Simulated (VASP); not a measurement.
# Na2N (P6/mmm) in VASP: further runs, part 2 of 2

VASP 6.6.1.

## 4. Relaxation of cell and atoms, PBE, collinear spin, ferromagnetic start

INCAR reads:

```
PREC = Accurate ; ENCUT = 600
EDIFF = 1E-7 ; ISMEAR = 0
SIGMA = 0.1 ; LREAL = False
LASPH = True ; NELM = 150
ALGO = Normal ; ISIF = 3
LWAVE = False ; LCHARG = False
ISPIN = 2 ; MAGMOM = 0 0 1
LORBIT = 11 ; GGA = PE
IBRION = 2 ; NSW = 90
EDIFFG = -0.04
```

KPOINTS reads:

```
regular mesh
0
Gamma
  6 6 4
```

POSCAR reads:

```
Na2N
1.0
    2.9158707500      0.0000000000      0.0000000000
   -1.4579353700      2.5252181400      0.0000000000
    0.0000000000      0.0000000000      6.7295643400
Na N
2 1
Direct
    0.0000000000      0.0000000000      0.6926503200
    0.0000000000      0.0000000000      0.3073496800
    0.0000000000      0.0000000000      0.0000000000
```

Command:

```sh
$ cat potpaw_PBE.64/Na_pv/POTCAR potpaw_PBE.64/N/POTCAR > POTCAR
$ mpirun -np 1 vasp_std > vasp.out
```

Run time: 3.2 min. Hardware: 1 thread of AMD EPYC 9R45 (Zen 5), shared host; peak memory 0.17 GiB.

It converged, with:

| Property | Result |
| --- | --- |
| Free energy | -7.0529 eV |
| Relaxed volume | 29.24 Å³/atom |
| Relaxed cell | a = 3.607 Å, b = 3.607 Å, c = 7.787 Å, α = 90.00°, β = 90.00°, γ = 120.00° |
| Space group after relaxing (to 0.1 Å) | P6/mmm (No. 191) |
| Energy gained by relaxing | 335.5 meV/atom |
| Ionic steps | 10 |
| Pressure after relaxing | 0.2 GPa |
| Largest force after relaxing | 0.017 eV/Å |
| Net moment | 2.04 μB per cell |
| Site moments | Na -0.01; N +1.24 μB |
| Valence electrons inside the program's atomic spheres | Na 6.07; N 3.38 |

Forces on the atoms (eV/Å):
```
Na   0.000  0.000  0.017
Na   0.000  0.000 -0.017
N    0.000  0.000  0.000
```

The path:
| step | energy change (eV) | largest force (eV/Å) | pressure (GPa) | volume (Å³) |
| --- | --- | --- | --- | --- |
| 1 | 0.0000 | 0.0609 | 10.97 | 49.55 |
| 2 | -0.3829 | 0.7487 | 5.33 | 57.99 |
| 3 | -0.3947 | 0.7791 | 4.63 | 59.31 |
| 4 | -0.7068 | 0.5974 | 1.48 | 68.95 |
| 5 | -0.8746 | 0.4476 | -0.22 | 81.37 |
| 6 | -0.7529 | 0.3961 | -3.05 | 110.31 |
| 7 | -0.9062 | 0.4103 | -1.19 | 89.32 |
| 8 | -1.0016 | 0.0826 | 0.57 | 86.56 |
| 9 | -1.0055 | 0.0191 | 0.24 | 87.00 |
| 10 | -1.0065 | 0.0166 | 0.15 | 87.72 |

Final structure:
```xyz
3
Lattice="3.6066 0.0000 0.0000 -1.8033 3.1234 0.0000 0.0000 0.0000 7.7871" Properties=species:S:1:pos:R:3 pbc="T T T"
Na    0.0000    0.0000    5.5273
Na    0.0000    0.0000    2.2598
N    -1.8033    3.1234    0.0000
```

Levels at points of the mesh, in eV from the Fermi level:
Spin up:
```csv
k point,band 8,band 9,band 10,band 11,band 12,band 13,band 14
"(0.00, 0.00, 0.00)",-2.14,-2.14,-1.26,-1.26,1.83,3.56,9.74
"(0.50, 0.00, 0.00)",-2.68,-1.52,-1.36,1.54,1.87,3.82,5.67
"(0.00, 0.00, 0.50)",-2.75,-1.26,-1.26,-1.07,0.72,5.23,6.61
"(0.50, 0.00, 0.50)",-2.68,-1.52,-1.40,1.41,2.07,4.27,4.95
```
Spin down:
| k point | band 7 | band 8 | band 9 | band 10 | band 11 | band 12 |
| --- | --- | --- | --- | --- | --- | --- |
| (0.00, 0.00, 0.00) | -10.40 | -2.04 | -1.36 | 2.13 | 2.28 | 2.28 |
| (0.50, 0.00, 0.00) | -10.04 | -0.18 | -0.08 | 1.85 | 1.89 | 1.97 |
| (0.00, 0.00, 0.50) | -10.40 | -2.46 | -0.20 | 0.70 | 2.28 | 2.28 |
| (0.50, 0.00, 0.50) | -10.04 | -0.27 | 0.01 | 1.45 | 1.89 | 2.26 |

Caveat: the k points lie up to 0.34 Å⁻¹ apart in the final cell; the volume moved by over 15 % at a fixed basis, so the end points are rough.

## 5. Single point, PBE, collinear spin, ferromagnetic start

This run uses another cell than the first one, of 35.15 Å³/atom.

INCAR reads:

```
SYSTEM = Na2N
PREC = Accurate
ENCUT = 520
EDIFF = 1E-6
ISMEAR = 0
SIGMA = 0.1
LREAL = .False.
LASPH = .True.
NELM = 150
ALGO = Normal
ISIF = 2
LWAVE = .False.
LCHARG = .True.
ISPIN = 2
MAGMOM = 0 0 1.71
LORBIT = 11
GGA = PE
LELF = .True.
LVHAR = .True.
NBANDS = 20
```

KPOINTS reads:

```
Automatic mesh
0
Gamma
  12 12 6
  0 0 0
```

POSCAR reads:

```
Na2N
1.0
    3.9010042806      0.0000000000      0.0000000000
   -1.9505021403      3.3783688073      0.0000000000
    0.0000000000      0.0000000000      8.0021711078
Na N
2 1
Direct
    0.0000000000      0.0000000000      0.7170316596
    0.0000000000      0.0000000000      0.2829683404
    0.0000000000      0.0000000000      0.0000000000
```

Potentials or basis: VASP PAW PBE potentials, release 64 (Na_pv, N).

Command:

```sh
$ cat potpaw_PBE.64/Na_pv/POTCAR potpaw_PBE.64/N/POTCAR > POTCAR
$ mpirun -np 1 vasp_std > vasp.out
```

OUTCAR:

```text
SYSTEM = Na2N
   PREC = Accurate
   ENCUT = 520
   EDIFF = 1E-6
   ISMEAR = 0
   LREAL = .False.
   LASPH = .True.
   NELM = 150
   ISIF = 2
   ISPIN = 2
   LORBIT = 11
   GGA = PE

 ion  position               nearest neighbor table
   1  0.000  0.000  0.717-   3 2.26
   2  0.000  0.000  0.283-   3 2.26
   3  0.000  0.000  0.000-   1 2.26   2 2.26

  LATTYP: Found a hexagonal cell.
 ALAT       =     3.9010042806
 C/A-ratio  =     2.0513105170

  Lattice vectors:

 A1 = (   3.9010042806,   0.0000000000,   0.0000000000)
 A2 = (  -1.9505021403,   3.3783688073,   0.0000000000)
 A3 = (   0.0000000000,   0.0000000000,   8.0021711078)

Analysis of symmetry for initial positions (statically):
=====================================================================
 Subroutine PRICEL returns:
 Original cell was already a primitive cell.

 Routine SETGRP: Setting up the symmetry group for a
 hexagonal supercell.

[... 1297 lines left out ...]
     19       9.3355      0.00000
     20       9.3501      0.00000

 [... further k-points ...]

------------------------ aborting loop because EDIFF is reached ----------------------------------------

  FORCE on cell =-STRESS in cart. coord.  units (eV):
  Direction    XX          YY          ZZ          XY          YZ          ZX
  --------------------------------------------------------------------------------------
  -------------------------------------------------------------------------------------
  Total       -0.0006323     -0.0006323      0.0906928      0.0000000     -0.0000000      0.0000000
  in kB       -0.0096057     -0.0096057      1.3778193      0.0000000     -0.0000000      0.0000000
  external PRESSURE =       0.4528693 kB  Pullay stress =       0.0000000 kB

 VOLUME and BASIS-vectors are now :
 -----------------------------------------------------------------------------
  energy-cutoff  :      520.00
  volume of cell :      105.46
      direct lattice vectors                 reciprocal lattice vectors
     3.901004281  0.000000000  0.000000000     0.256344246  0.148000419  0.000000000
    -1.950502140  3.378368807  0.000000000     0.000000000  0.296000839  0.000000000
     0.000000000  0.000000000  8.002171108     0.000000000  0.000000000  0.124966086

 POSITION                                       TOTAL-FORCE (eV/Angst)
 -----------------------------------------------------------------------------------
      0.00000      0.00000      5.73781        -0.000000     -0.000000     -0.025523
      0.00000      0.00000      2.26436         0.000000      0.000000      0.025523
      0.00000      0.00000      0.00000        -0.000000      0.000000      0.000000
 -----------------------------------------------------------------------------------
    total drift:                               -0.000000      0.000000      0.000000

  FREE ENERGIE OF THE ION-ELECTRON SYSTEM (eV)
  ---------------------------------------------------
  free  energy   TOTEN  =        -7.1655162810 eV

  energy  without entropy=       -7.1569511464  energy(sigma->0) =       -7.16123371

 total charge

# of ion       s       p       d       tot
------------------------------------------
    1        0.090   5.972   0.000   6.062
    2        0.090   5.972   0.000   6.062
    3        1.317   2.088   0.000   3.405
--------------------------------------------------
tot          1.497  14.033   0.000  15.530

 magnetization (x)

# of ion       s       p       d       tot
------------------------------------------
    1       -0.011   0.001   0.000  -0.010
    2       -0.011   0.001   0.000  -0.010
    3        0.031   1.203   0.000   1.233
--------------------------------------------------
tot          0.008   1.205   0.000   1.213
```

OSZICAR:

```text
N       E                     dE             d eps       ncg     rms          rms(c)
DAV:   1     0.137454388741E+03    0.13745E+03   -0.88702E+03  6096   0.847E+02
DAV:   2     0.367533641478E+01   -0.13378E+03   -0.12699E+03  6692   0.250E+02
[... 11 lines left out ...]
DAV:  14    -0.716550094147E+01    0.85488E-04   -0.89382E-04  6752   0.992E-02    0.530E-02
DAV:  15    -0.716551398552E+01   -0.13044E-04   -0.56847E-04  6800   0.843E-02    0.365E-02
DAV:  16    -0.716551122917E+01    0.27563E-05   -0.28466E-04  6520   0.470E-02    0.152E-02
DAV:  17    -0.716551530164E+01   -0.40725E-05   -0.12690E-05  6704   0.142E-02    0.307E-03
DAV:  18    -0.716551637658E+01   -0.10749E-05   -0.10755E-06  5960   0.483E-03    0.111E-03
DAV:  19    -0.716551628102E+01    0.95555E-07   -0.88417E-08  3756   0.175E-03
   1 F= -.71655163E+01 E0= -.71612337E+01  d E =-.856513E-02  mag=     1.9095
```

Wall time 3.3 min (1 thread of AMD EPYC 9R45 (Zen 5), shared host); peak memory 0.37 GiB.

Results:

```
Free energy                                           : -7.1655 eV
Pressure                                              : 0.0 GPa
Largest force                                         : 0.026 eV/Å
Net moment                                            : 1.91 μB per cell
Site moments                                          : Na -0.01; N +1.23 μB
Valence electrons inside the program's atomic spheres : Na 6.06; N 3.40
```

Forces on the atoms (eV/Å):
```
Na   0.000  0.000 -0.026
Na   0.000  0.000  0.026
N    0.000  0.000  0.000
```

Stress tensor (GPa, compression positive):
```
0.00 0.00 0.00
0.00 0.00 0.00
0.00 0.00 0.14
```

Levels at points of the mesh, in eV from the Fermi level:
Spin up:
```tsv
k point	band 6	band 7	band 8	band 9	band 10	band 11	band 12	band 13	band 14	band 15
(0.00, 0.00, 0.00)	-24.30	-13.22	-2.04	-1.86	-1.62	-1.62	1.67	3.20	8.74	9.09
(0.50, 0.00, 0.00)	-24.30	-13.07	-2.61	-1.81	-1.48	1.41	1.47	3.50	4.97	6.13
(0.00, 0.00, 0.50)	-24.31	-13.22	-2.50	-1.62	-1.62	-0.99	0.64	4.90	5.90	10.41
(0.50, 0.00, 0.50)	-24.31	-13.07	-2.60	-1.81	-1.52	1.30	1.67	3.80	4.26	6.41
```
Spin down:
| k point | band 7 | band 8 | band 9 | band 10 | band 11 | band 12 |
| --- | --- | --- | --- | --- | --- | --- |
| (0.00, 0.00, 0.00) | -10.44 | -1.90 | -1.29 | 1.81 | 1.81 | 1.86 |
| (0.50, 0.00, 0.00) | -10.24 | -0.41 | -0.06 | 1.46 | 1.51 | 1.63 |
| (0.00, 0.00, 0.50) | -10.44 | -2.28 | -0.26 | 0.58 | 1.81 | 1.81 |
| (0.50, 0.00, 0.50) | -10.24 | -0.50 | 0.05 | 1.21 | 1.51 | 1.75 |

## 6. Summary

| task | cell | k mesh | cutoff (eV) | gap on the mesh (eV) | pressure (GPa) | moment (μB) | largest force (eV/Å) |
| --- | --- | --- | --- | --- | --- | --- | --- |
| single point | a = 2.916, b = 2.916, c = 6.730 Å, angles 90.0, 90.0, 120.0°, 3 atoms, atomic positions A | 6 × 6 × 4 | 520 | none | 11.1 | 0.69 | 0.06 |
| single point | a = 3.883, b = 3.883, c = 7.992 Å, angles 90.0, 90.0, 120.0°, 3 atoms, atomic positions B | 6 × 6 × 4 | 520 | none | 0.1 | 2.04 | 0.02 |
| relaxation of cell and atoms | relaxed from a = 2.916, b = 2.916, c = 6.730 Å, angles 90.0, 90.0, 120.0°, 3 atoms, atomic positions A | 6 × 6 × 4 | 600 | none | 0.2 | 2.04 | 0.02 |
| single point | a = 3.901, b = 3.901, c = 8.002 Å, angles 90.0, 90.0, 120.0°, 3 atoms, atomic positions C | 12 × 12 × 6 | 520 | none | 0.0 | 1.91 | 0.03 |

Alike in all rows: level PBE; potentials or basis VASP PAW PBE potentials, release 64 (Na_pv, N); spin collinear, ferromagnetic start; smearing gaussian 0.1 eV.

Caveats: some runs use coarse meshes; a moment this small can come from the mesh or the smearing (at least some runs); the volume moved by over 15 % at a fixed basis, so the end points are rough (at least some runs).

Absolute energies hang on the potentials; compare differences alone.
